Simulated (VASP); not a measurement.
Wanted: the native input for a VASP 6.6.1 run.

```
Task                   : single point
Functional             : LDA
Potentials or basis    : VASP PAW LDA potentials, release 64 (Si, O)
Cutoff                 : 520 eV
k mesh                 : 2 × 2 × 2
Occupations            : fermi-dirac, width 0.02 eV
Spin                   : collinear spin, ferromagnetic start
Starting moments       : [0.0, 0.0, 0.0, 0.0, 0.0, 0.0, 0.0, 0.0, 0.0, 0.0, 0.0, 0.0, 0.0, 0.0, 0.0, 0.0, 1.0] μB
Dipole correction      : no
Further INCAR settings : LREAL = Auto; ALGO = Normal; EDIFF = 1e-06; NBANDS = 53
```

The structure of Si16O (a cell with a defect) lies in POSCAR:

```
Si16O
1.0
    0.0000000000      5.4300000000      5.4300000000
    5.4300000000      0.0000000000      5.4300000000
    5.4300000000      5.4300000000      0.0000000000
Si O
16 1
Direct
   -0.0161786372     -0.0062154696      0.0393646409
    0.0914456722      0.1161602210      0.1754972376
   -0.0077532228      0.0763720074      0.5314180479
    0.0433241252      0.2336187845      0.6972651934
    0.0221915285      0.4838121547     -0.0251197053
    0.2124677716      0.5237937385      0.1277163904
   -0.0776795580      0.5988766114      0.4999631676
    0.0935359116      0.6634438306      0.6017127072
    0.4645580110     -0.0610405157      0.0619613260
    0.5784806630      0.0614456722      0.2048158379
    0.4387753223      0.0310773481      0.5570994475
    0.5789779006      0.1223848987      0.6896961326
    0.5892265193      0.4337753223     -0.0532412523
    0.6702302026      0.6022559853      0.0663443831
    0.5012430939      0.4728821363      0.4630662983
    0.5567219153      0.6699631676      0.6029097606
    1.2022467772      0.7829650092     -0.0142541436
```

One way to write it, as run:

INCAR

```
ALGO = Normal
EDIFF = 1E-6
ENCUT = 520
ISIF = 2
ISMEAR = -1
ISPIN = 2
LASPH = True
LCHARG = False
LORBIT = 11
LREAL = Auto
LWAVE = False
MAGMOM = 0 0 0 0 0 0 0 0 0 0 0 0 0 0 0 0 1
NBANDS = 53
NELM = 150
PREC = Accurate
SIGMA = 0.02
```

KPOINTS

```
k-points
0
Gamma
  2 2 2
```

Potentials or basis: VASP PAW LDA potentials, release 64 (Si, O).

Launch:

```bash
$ cat potpaw_LDA.64/Si/POTCAR potpaw_LDA.64/O/POTCAR > POTCAR
$ mpirun -np 1 vasp_std > vasp.out
```

Results of the run:

| Item | Value |
| --- | --- |
| Pressure | -2.7 GPa |
| Largest force | 3.525 eV/Å |
| Band gap on the k mesh | 0.07 eV |
| Net moment | 0.00 μB per cell |
| Valence electrons inside the program's atomic spheres | Si 1.64, 1.70, 1.61, 1.67, 1.72, 1.60, 1.66, 1.63, 1.68 (each value once); O 5.10 |

Caveat: the k points lie up to 0.50 Å⁻¹ apart; the atoms stand as in a frame of molecular dynamics.

It took 6.3 min on 1 thread of Intel(R) Xeon(R) Platinum 8375C CPU @ 2.90GHz (Ice Lake), with other jobs on the host, peak memory 0.49 GiB.
